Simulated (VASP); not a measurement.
# CdTe in VASP: a series of runs

The runs below take CdTe through single point, with PBE+D3(BJ).

Program: VASP 6.6.1. These are calculated values, not measurements. Logs are shortened: lines on timing, memory, paths and dates and some standing lists are left out, and cuts for length are marked.

## Step 1: The cell of the first run

The cell holds a slab with vacuum, 16 atoms: a = 9.216 Å, b = 9.216 Å, c = 24.508 Å, α = 90.00°, β = 90.00°, γ = 120.00°.

## Step 2: Single point, PBE+D3(BJ)

Contents of INCAR:

```
PREC = Accurate
ENCUT = 400
EDIFF = 1E-6
ISMEAR = 0
SIGMA = 0.05
LREAL = F
LASPH = T
NELM = 120
ALGO = Normal
ISIF = 2
LWAVE = F
LCHARG = F
LDIPOL = T
IDIPOL = 3
DIPOL = 0.5 0.5 0.406
GGA = PE
IVDW = 12
NBANDS = 86
GGA_COMPAT = F
NELMDL = -8
```

Contents of KPOINTS:

```
Automatic mesh
0
Gamma
  2 2 1
```

Contents of POSCAR:

```
CdTe
1.0
    9.2158675514      0.0000000000      0.0000000000
   -4.6079337757      7.9811754174      0.0000000000
    0.0000000000      0.0000000000     24.5076527162
Te Cd
8 8
Direct
    0.5000000000      0.0000000000      0.3264286504
    0.5000000000      0.5000000000      0.3264286504
    0.0000000000      0.0000000000      0.3264286504
    0.0000000000      0.5000000000      0.3264286504
    0.7486739854      0.9979301103      0.4862995624
    0.7499507093      0.5000683885      0.4862650600
    0.2498161115      0.9999168914      0.4864039885
    0.2491308341      0.4980636501      0.4859016207
    0.1666666667      0.8333333333      0.3648081131
    0.1666666667      0.3333333333      0.3648081131
    0.6666666667      0.8333333333      0.3648081131
    0.6666666667      0.3333333333      0.3648081131
    0.4162206116      0.8336738358      0.4481144215
    0.4176453118      0.3343123839      0.4476298943
    0.9177813494      0.8348995283      0.4476647563
    0.9160327933      0.3332329432      0.4483325973
```

Potentials or basis: VASP PAW PBE potentials, release 64 (Te, Cd).

On the command line:

```
$ cat potpaw_PBE.64/Te/POTCAR potpaw_PBE.64/Cd/POTCAR > POTCAR
$ mpirun -np 1 vasp_std > vasp.out
```

OUTCAR:

```text
PREC = Accurate
   ENCUT = 400
   EDIFF = 1E-6
   ISMEAR = 0
   LREAL = F
   LASPH = T
   NELM = 120
   ISIF = 2
   GGA = PE
   IVDW = 12
   NELMDL = -8
 IVDW          = 12

 ion  position               nearest neighbor table
   1  0.500  0.000  0.326-  12 2.82   9 2.82  11 2.82  13 3.26
   2  0.500  0.500  0.326-  11 2.82  10 2.82  12 2.82  14 3.25
   3  0.000  0.000  0.326-  10 2.82  11 2.82   9 2.82  15 3.25
   4  0.000  0.500  0.326-   9 2.82  12 2.82  10 2.82  16 3.27
   5  0.749  0.998  0.486-  13 2.81  15 2.82  16 2.83  11 3.25
   6  0.750  0.500  0.486-  16 2.82  14 2.82  15 2.83  12 3.26
   7  0.250  1.000  0.486-  15 2.81  13 2.82  14 2.83   9 3.26
   8  0.249  0.498  0.486-  14 2.81  16 2.81  13 2.83  10 3.25
   9  0.167  0.833  0.365-   4 2.82   1 2.82   3 2.82  15 3.07  13 3.07   7 3.26
  10  0.167  0.333  0.365-   3 2.82   2 2.82   4 2.82  14 3.07  16 3.09   8 3.25
  11  0.667  0.833  0.365-   2 2.82   3 2.82   1 2.82  15 3.07  13 3.08   5 3.25
  12  0.667  0.333  0.365-   1 2.82   4 2.82   2 2.82  14 3.07  16 3.08   6 3.26
  13  0.416  0.834  0.448-   5 2.81   7 2.82   8 2.83   9 3.07  11 3.08   1 3.26
  14  0.418  0.334  0.448-   8 2.81   6 2.82   7 2.83  12 3.07  10 3.07   2 3.25
  15  0.918  0.835  0.448-   7 2.81   5 2.82   6 2.83   9 3.07  11 3.07   3 3.25
  16  0.916  0.333  0.448-   8 2.81   6 2.82   5 2.83  12 3.08  10 3.09   4 3.27

  LATTYP: Found a hexagonal cell.
 ALAT       =     9.2158675514
 C/A-ratio  =     2.6592887300

  Lattice vectors:

 A1 = (   9.2158675514,   0.0000000000,   0.0000000000)
 A2 = (  -4.6079337757,   7.9811754174,   0.0000000000)
 A3 = (   0.0000000000,   0.0000000000,  24.5076527162)

Analysis of symmetry for initial positions (statically):
=====================================================================
 Subroutine PRICEL returns:
 Original cell was already a primitive cell.

 Routine SETGRP: Setting up the symmetry group for a
 hexagonal supercell.

 Subroutine GETGRP returns: Found  1 space group operations
 (whereof  1 operations were pure point group operations)
 out of a pool of 24 trial point group operations.

The static configuration has the point symmetry C_1 .

Analysis of symmetry for dynamics (positions and initial velocities):
=====================================================================
 Subroutine PRICEL returns:
 Original cell was already a primitive cell.

 Routine SETGRP: Setting up the symmetry group for a
 hexagonal supercell.

 Subroutine GETGRP returns: Found  1 space group operations
 (whereof  1 operations were pure point group operations)
 out of a pool of 24 trial point group operations.

The dynamic configuration has the point symmetry C_1 .

 Subroutine INISYM returns: Found  1 space group operations
 (whereof  1 operations are pure point group operations),
 and found     1 'primitive' translations

----------------------------------------------------------------------------------------

                                     Primitive cell

  volume of cell :    1802.6225

  direct lattice vectors                    reciprocal lattice vectors
     9.215867551  0.000000000  0.000000000     0.108508504  0.062647414  0.000000000
    -4.607933776  7.981175417  0.000000000     0.000000000  0.125294828  0.000000000
     0.000000000  0.000000000 24.507652716     0.000000000  0.000000000  0.040803581

  length of vectors
     9.215867551  9.215867551 24.507652716     0.125294828  0.125294828  0.040803581

  position of ions in fractional coordinates (direct lattice)
     0.500000000  0.000000000  0.326428650
     0.500000000  0.500000000  0.326428650
     0.000000000  0.000000000  0.326428650
     1.000000000  0.500000000  0.326428650
     0.748673985  0.997930110  0.486299562
     0.749950709  0.500068388  0.486265060
[... 8 lines left out ...]
     0.917781349  0.834899528  0.447664756
     0.916032793  0.333232943  0.448332597

  ion indices of the primitive-cell ions
   primitive index   ion index
                 1           1
                 2           2
                 3           3
                 4           4
                 5           5
                 6           6
[... 8 lines left out ...]
                15          15
                16          16

----------------------------------------------------------------------------------------

 KPOINTS: Automatic mesh

Automatic generation of k-mesh.
 Grid dimensions read from file:
 generate k-points for:    2    2    1

 Generating k-lattice:

  Cartesian coordinates                     Fractional coordinates (reciprocal lattice)
     0.054254252  0.031323707  0.000000000     0.500000000 -0.000000000  0.000000000
     0.000000000  0.062647414  0.000000000     0.000000000  0.500000000  0.000000000
     0.000000000  0.000000000  0.040803581     0.000000000  0.000000000  1.000000000

  Length of vectors
     0.062647414  0.062647414  0.040803581

  Shift w.r.t. Gamma in fractional coordinates (k-lattice)
     0.000000000  0.000000000  0.000000000

 Subroutine IBZKPT returns following result:
 ===========================================

 Found      4 irreducible k-points:

 Following reciprocal coordinates:
            Coordinates               Weight
  0.000000  0.000000  0.000000      1.000000
  0.500000 -0.000000  0.000000      1.000000
  0.000000  0.500000  0.000000      1.000000
  0.500000  0.500000  0.000000      1.000000
   k-points           NKPTS =      4   k-points in BZ     NKDIM =      4   number of bands    NBANDS=     86
   number of dos      NEDOS =    301   number of ions     NIONS =     16
   total plane-waves  NPLWV = 576000
   dimension x,y,z NGX =    60 NGY =   60 NGZ =  160
   dimension x,y,z NGXF=   120 NGYF=  120 NGZF=  320
   ions per type =               8   8
   NGX,Y,Z   is equivalent  to a cutoff of  10.82, 10.82, 10.85 a.u.
   NGXF,Y,Z  is equivalent  to a cutoff of  21.65, 21.65, 21.71 a.u.
 SYSTEM =  unknown system
   PREC   = accura    normal or accurate (medium, high low for compatibility)
   ISTART =      0    job   : 0-new  1-cont  2-samecut
   ICHARG =      2    charge: 1-file 2-atom 10-const
   ISPIN  =      1    spin polarized calculation?
   LNONCOLLINEAR =      F non collinear calculations
   LSORBIT =      F    spin-orbit coupling
   LASPH  =      T    aspherical Exc in radial PAW
   ENCUT  =  400.0 eV  29.40 Ry    5.42 a.u.  15.03 15.03 39.97*2*pi/ulx,y,z
   NELM   =    120;   NELMIN=  2; NELMDL= -8     # of ELM steps
   EDIFF  = 0.1E-05   stopping-criterion for ELM
   LREAL  =      F    real-space projection
   EDIFFG = 0.1E-04   stopping-criterion for IOM
   NSW    =      0    number of steps for IOM
   IBRION =     -1    ionic relax: 0-MD 1-quasi-New 2-CG
   NFREE  =      0    steps in history (QN), initial steepest desc. (CG)
   ISIF   =      2    stress and relaxation
   ISYM   =      2    0-nonsym 1-usesym 2-fastsym
   POTIM  = 0.5000    time-step for ionic-motion
   TEBEG  =    0.0;   TEEND  =   0.0 temperature during run
   PSTRESS=    0.0 pullay stress
   NELECT =     144.0000    total number of electrons
   NUPDOWN=      -1.0000    fix difference up-down
   EMIN   =  10.00;   EMAX   =-10.00  energy-range for DOS
   EFERMI =   0.00;   METHOD = LEGACY
   ISMEAR =     0;   SIGMA  =   0.05  broadening in eV -4-tet -1-fermi 0-gaus
   EFERMI_NEDOS =   21; number of points for ismear=-14 and -15
   IALGO  =     38    algorithm
   IMIX   =      4    mixing-type and parameters
     AMIX     =   0.40;   BMIX     =  1.00
     AMIX_MAG =   1.60;   BMIX_MAG =  1.00
  volume/ion in A,a.u.               =     112.66       760.29
  Fermi-wavevector in a.u.,A,eV,Ry     =   0.705062  1.332374  6.763628  0.497113
  Thomas-Fermi vector in A             =   1.790472
   LORBIT       =      0    0 simple, 1 ext, 2 COOP (PROOUT), +10 PAW based schemes
   GGA     = PE    functional components
   LHFCALC =     F    Hartree Fock is set to
   AEXX    =    0.0000 exact exchange contribution
   IVDW    =    12    specifies the selected vdW correction
   LEPSILON=     F    determine dielectric tensor
   LRPA    =     F    only Hartree local field effects (RPA)
 non-spin polarized calculation
 Gauss-broadening in eV      SIGMA  =   0.05
  energy-cutoff  :      400.00
  volume of cell :     1802.62
 maximum number of plane-waves:     32734
   NGX = 31   NGY = 31   NGZ = 79

 number of electron     144.0000036 magnetization

 dipolmoment           0.000000      0.000000     -0.002647 electrons x Angstroem

 Free energy of the ion-electron system (eV)
  ---------------------------------------------------
  ext. energy  EPLUGINS =         0.00000000
  ---------------------------------------------------
  free energy    TOTEN  =       -35.30366894 eV

  energy without entropy =      -35.30366894  energy(sigma->0) =      -35.30366894

 E-fermi :  -2.8605     XC(G=0):  -2.9955

 val. band max:       -3.0923440400   @ k =   0.0000   0.0000   0.0000
 cond. band min:      -1.8324566337   @ k =   0.0000   0.0000   0.0000
 fundamental gap:      1.2598874063
 Fermi energy:        -2.8605456372

 k-point     1 :       0.0000    0.0000    0.0000
  band No.  band energies     occupation
      1     -13.9612      2.00000
      2     -13.6575      2.00000
      3     -13.5988      2.00000
      4     -13.5391      2.00000
      5     -13.5386      2.00000
      6     -13.5337      2.00000
[... 76 lines left out ...]
     83       1.0078      0.00000
     84       1.0108      0.00000

 k-point     2 :       0.5000   -0.0000    0.0000
  band No.  band energies     occupation
      1     -13.7629      2.00000
      2     -13.7606      2.00000
      3     -13.5821      2.00000
      4     -13.5805      2.00000
      5     -13.5693      2.00000
      6     -13.5672      2.00000
[... 76 lines left out ...]
     83       1.3555      0.00000
     84       1.3589      0.00000

 k-point     3 :       0.0000    0.5000    0.0000
  band No.  band energies     occupation
      1     -13.7801      2.00000
      2     -13.7778      2.00000
      3     -13.5902      2.00000
      4     -13.5871      2.00000
      5     -13.5747      2.00000
      6     -13.5720      2.00000
[... 76 lines left out ...]
     83       1.7305      0.00000
     84       1.7322      0.00000

 k-point     4 :       0.5000    0.5000    0.0000
  band No.  band energies     occupation
      1     -13.7660      2.00000
      2     -13.7573      2.00000
      3     -13.5836      2.00000
      4     -13.5769      2.00000
      5     -13.5726      2.00000
      6     -13.5662      2.00000
[... 76 lines left out ...]
     83       1.3526      0.00000
     84       1.3623      0.00000
 [bands above 84 left out]

------------------------ aborting loop because EDIFF is reached ----------------------------------------

 vacuum level on the upper side and lower side of the slab       (xc-potential included)        -0.102        -0.097

 Edisp (eV)   -4.26088

 E8    (eV) :    -2.0227

  FORCE on cell =-STRESS in cart. coord.  units (eV):
  Direction    XX          YY          ZZ          XY          YZ          ZX
  --------------------------------------------------------------------------------------
  -------------------------------------------------------------------------------------
  Total       5.26025    -6.95700    -0.62312     0.00220     0.23226     0.01073
  in kB       4.67533    -6.18340    -0.55383     0.00195     0.20643     0.00953
  external pressure =       -0.69 kB  Pullay stress =        0.00 kB

 VOLUME and BASIS-vectors are now :
 -----------------------------------------------------------------------------
  energy-cutoff  :      400.00
  volume of cell :     1802.62
      direct lattice vectors                 reciprocal lattice vectors
     9.215867551  0.000000000  0.000000000     0.108508504  0.062647414  0.000000000
    -4.607933776  7.981175417  0.000000000     0.000000000  0.125294828  0.000000000
     0.000000000  0.000000000 24.507652716     0.000000000  0.000000000  0.040803581

 POSITION                                       TOTAL-FORCE (eV/Angst)
 -----------------------------------------------------------------------------------
      4.60793      0.00000      8.00000        -0.002080     -0.052256     -0.019182
      2.30397      3.99059      8.00000         0.004384     -0.049876     -0.029122
      0.00000      0.00000      8.00000         0.001709     -0.049305     -0.022102
     -2.30397      3.99059      8.00000        -0.004452     -0.053048     -0.022628
      2.30128      7.96466     11.91806         0.002034      0.017651      0.031314
      4.60716      3.99113     11.91722         0.002168     -0.002326      0.023671
[... 8 lines left out ...]
      4.61099      6.66348     10.97121         0.001093     -0.009413      0.004609
      6.90652      2.65959     10.98758        -0.004991     -0.005735     -0.006327
 -----------------------------------------------------------------------------------
    total drift:                               -0.000408     -0.000069      0.002317

  FREE ENERGIE OF THE ION-ELECTRON SYSTEM (eV)
  ---------------------------------------------------
  free  energy   TOTEN  =       -39.5645517430 eV

  energy  without entropy=      -39.5645517430  energy(sigma->0) =      -39.56455174

 vacuum level on the upper side and lower side of the slab         2.231         2.237
```

Run time: 24 min. Hardware: 1 thread of Intel Xeon 8259CL, shared host; peak memory 1.2 GiB.

Results:

```yaml
Free_energy: -39.5646 eV
Largest_force: 0.058 eV/Å
Band_gap_on_the_k_mesh: 1.26 eV
Dispersion_energy_per_atom: -0.266 eV
```

Forces in eV/Å, atoms in the order of the input:
```
Te  -0.002 -0.052 -0.019
Te   0.004 -0.050 -0.029
Te   0.002 -0.049 -0.022
Te  -0.004 -0.053 -0.023
Te   0.002  0.018  0.031
Te   0.002 -0.002  0.024
Te   0.007 -0.004  0.024
Te  -0.009  0.021  0.043
Cd   0.010  0.045 -0.013
Cd  -0.017  0.054 -0.001
Cd  -0.012  0.049 -0.002
Cd   0.016  0.053 -0.012
Cd  -0.005 -0.006 -0.005
Cd   0.011 -0.006  0.005
Cd   0.001 -0.009  0.005
Cd  -0.005 -0.006 -0.006
```

Caveat: spin-orbit coupling is left out, which moves the levels of the heavy elements.

(Continued in part 2 of 2.)
